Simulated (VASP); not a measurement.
Set up this calculation in VASP 6.6.1, as the native input.

```
Task                   : single point
Functional             : PBE
Potentials or basis    : VASP PAW PBE potentials, release 64 (In_d, Ga_d, N)
Cutoff                 : 520 eV
k mesh                 : 3 × 2 × 2, shifted
Occupations            : gaussian, width 0.1 eV
Spin                   : no spin polarisation
Dipole correction      : no
Further INCAR settings : LREAL = Auto; ALGO = Normal; EDIFF = 1e-07; NBANDS = 120; ISYM = 0
```

The structure of In2Ga4N5 lies in POSCAR:

```
In2Ga4N5
1.0
   -0.0001598616     -5.8152095509     -0.0075359891
    4.9994609094     -2.9004286784      5.3290419379
   -4.9968366573     -2.9007058164      5.3264577215
In Ga N
4 8 10
Direct
    0.3548629549      0.9906017826      0.9907997665
    0.8550188564      0.4905910203      0.4905694938
    0.9051003005      0.7666860484      0.7668826887
    0.4053121784      0.2667230737      0.2668396593
    0.3438164837      0.6665407772      0.3252107611
    0.8436815083      0.1663747636      0.8251717735
    0.3437312820      0.3249548762      0.6665297938
    0.8438400867      0.8252194626      0.1666174244
    0.9184773755      0.0730723461      0.4120417383
    0.4184141575      0.5729685816      0.9121172191
    0.9185376142      0.4118984769      0.0731005612
    0.4184786309      0.9118294347      0.5731851622
    0.6615033731      0.3549303769      0.0030765752
    0.1613277526      0.8550812938      0.5031696130
    0.6614712637      0.0030497230      0.3552068862
    0.1615668555      0.5029535710      0.8549336849
    0.7233758753      0.2455533691      0.6101932781
    0.2234580186      0.7455290447      0.1102621236
    0.7234306737      0.6103372700      0.2453461326
    0.2233887058      0.1100023637      0.7456789859
    0.6160643368      0.6955090365      0.6957338394
    0.1161272729      0.1956721196      0.1957586289
```

One way to write it, as run:

INCAR

```
  PREC = Accurate
  ENCUT = 520
  EDIFF = 1E-7
  ISMEAR = 0
  SIGMA = 0.1
  LREAL = Auto
  LASPH = T
  NELM = 60
  ALGO = Normal
  ISIF = 2
  LWAVE = F
  LCHARG = F
  GGA = PE
  ISYM = 0
  NBANDS = 120
```

KPOINTS

```
Automatic mesh
0
Gamma
  3 2 2
  0 0.5 0.5
```

Potentials or basis: VASP PAW PBE potentials, release 64 (In_d, Ga_d, N).

Command:

```console
$ cat potpaw_PBE.64/In_d/POTCAR potpaw_PBE.64/Ga_d/POTCAR potpaw_PBE.64/N/POTCAR > POTCAR
$ mpirun -np 1 vasp_std > vasp.out
```

It gave:

```
Pressure               : 0.1 GPa
Largest force          : 0.033 eV/Å
Band gap on the k mesh : zero (bands 103 and 104 overlap by 0.24 eV)
```

Caveat: the k points lie up to 0.43 Å⁻¹ apart; semilocal functionals underestimate gaps, so a narrow gap can read as zero; spin-orbit coupling is left out, which moves the levels of the heavy elements.

Run time: 12 min on 1 thread of Intel(R) Xeon(R) Platinum 8488C (Sapphire Rapids), with other jobs on the host, peak memory 0.48 GiB.
